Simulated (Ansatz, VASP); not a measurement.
**One calculation of Ta, two programs**

```
Ta
1.0
    -1.50210    1.50210    2.02544
     1.50210   -1.50210    2.02544
     1.50210    1.50210   -2.02544
Ta
1
Direct
  0.00000 0.00000 0.00000
```

Alike in both runs: task single point; functional PBE; k mesh 20 × 20 × 20; occupations gaussian, width 0.15 eV; no spin polarisation.

|  | VASP | Ansatz |
| --- | --- | --- |
| version | VASP 6.6.1 | Ansatz 0.2.0 |
| potentials or method | VASP PAW PBE potentials, release 64 (Ta_pv), cutoff 520 eV | scalar-relativistic, plane waves, PAW |
| valence electrons in the cell | 11 | 13 |

Ansatz gave:

| Item | Value |
| --- | --- |
| gap on the k mesh at the Fermi level (eV) | none |
| pressure (GPa) | 5.5 |
| traceless stress, the component that is largest in VASP (GPa) | -5.29 |

**Question.** What did VASP give for the same quantities?

**Answer.** gap on the k mesh at the Fermi level (eV): none; pressure (GPa): 5.6; traceless stress, the component that is largest in VASP (GPa): -5.31.

A gap of «none» marks a metal or a gap that the smearing closes. VASP's potentials hold 11 valence electrons a cell and Ansatz's 13, so a difference there can come from the potentials and not from the codes.

Neither program's run includes spin-orbit coupling.
